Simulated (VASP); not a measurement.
**Rh: single point with r2SCAN**

The system is Rh.

```
Rh
1.0
     0.00000    1.87303    1.93007
     1.87303    0.00000    1.93007
     1.87303    1.87303    0.00000
Rh
1
Direct
  0.00000 0.00000 0.00000
```

This cell differs from its parent crystal: strain -0.015 along x and y, +0.015 along z.

* Program: VASP 6.6.1
* Task: single point
* Functional: r2SCAN
* Potentials or basis: VASP PAW PBE potentials, release 64 (Rh_pv)
* Cutoff: 520 eV
* k mesh: 8 × 8 × 8
* Occupations: gaussian, width 0.15 eV
* Spin: no spin polarisation
* Dipole correction: no
* Further INCAR settings: ALGO = Normal; EDIFF = 1e-07; NBANDS = 14

```
Pressure : 6.1 GPa
```

Stress tensor (GPa, compression positive):
```
8.61 0.00 0.00
0.00 8.61 0.00
0.00 0.00 1.07
```

Levels at points of the mesh, in eV from the Fermi level:
| k point | band 5 | band 6 | band 7 | band 8 | band 9 | band 10 |
| --- | --- | --- | --- | --- | --- | --- |
| (0.00, 0.00, 0.00) | -3.50 | -3.15 | -3.15 | -1.33 | -0.92 | 16.66 |
| (0.50, 0.00, 0.00) | -3.56 | -3.21 | 0.50 | 0.67 | 0.85 | 9.23 |
| (0.50, 0.50, 0.00) | -6.33 | 0.53 | 1.04 | 1.04 | 3.02 | 12.47 |
| (0.50, 0.00, 0.50) | -6.35 | 0.49 | 0.91 | 1.22 | 3.70 | 13.34 |

Wall time 36 s on 1 thread of Intel Xeon 6975P-C, with other jobs on the host, peak memory 0.13 GiB.

Caveat: the cell differs from its parent crystal (strain -0.015 along x and y, +0.015 along z); the PAW data sets were made with another functional, which shifts forces and pressure a little.
